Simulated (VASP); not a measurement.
Rh: single point with PBEsol

Rh:

```xyz
2
Lattice="2.6887 0.0000 0.0000 -1.3444 2.3285 0.0000 0.0000 0.0000 4.3290" Properties=species:S:1:pos:R:3 pbc="T T T"
Rh    1.3444    0.7762    3.2468
Rh    0.0000    1.5523    1.0823
```

This isn't the form of Rh at room conditions, which is fcc.

```
Program                : VASP 6.6.1
Task                   : single point
Functional             : PBEsol
Potentials or basis    : VASP PAW PBE potentials, release 64 (Rh_pv)
Cutoff                 : 520 eV
k mesh                 : 24 × 24 × 14
Occupations            : gaussian, width 0.15 eV
Spin                   : no spin polarisation
Dipole correction      : no
Further INCAR settings : ALGO = Fast; EDIFF = 1e-06; NBANDS = 22
```

```json
{
  "Pressure": "0.1 GPa",
  "Band gap on the k mesh": "zero (bands 15 and 16 overlap by 2.51 eV)"
}
```

Stress tensor (GPa, compression positive):
```
-0.10  0.00  0.00
 0.00 -0.10  0.00
 0.00  0.00  0.60
```

Levels at points of the mesh, in eV from the Fermi level:
| k point | band 12 | band 13 | band 14 | band 15 | band 16 | band 17 | band 18 | band 19 |
| --- | --- | --- | --- | --- | --- | --- | --- | --- |
| (0.00, 0.00, 0.00) | -2.58 | -2.58 | -2.00 | -2.00 | 0.13 | 0.13 | 0.67 | 8.78 |
| (0.50, 0.00, 0.00) | -2.30 | -2.28 | 0.42 | 0.67 | 0.74 | 3.03 | 5.16 | 10.38 |
| (0.00, 0.00, 0.50) | -3.25 | -3.25 | -3.25 | -0.45 | -0.45 | -0.45 | -0.45 | 14.87 |
| (0.50, 0.00, 0.50) | -1.75 | -0.35 | -0.35 | 0.61 | 0.61 | 2.64 | 2.64 | 9.42 |

Wall time 6 min on 1 thread of Intel Xeon 8259CL, with other jobs on the host, peak memory 0.32 GiB.

Caveat: the PAW data sets were made with another functional, which shifts forces and pressure a little.
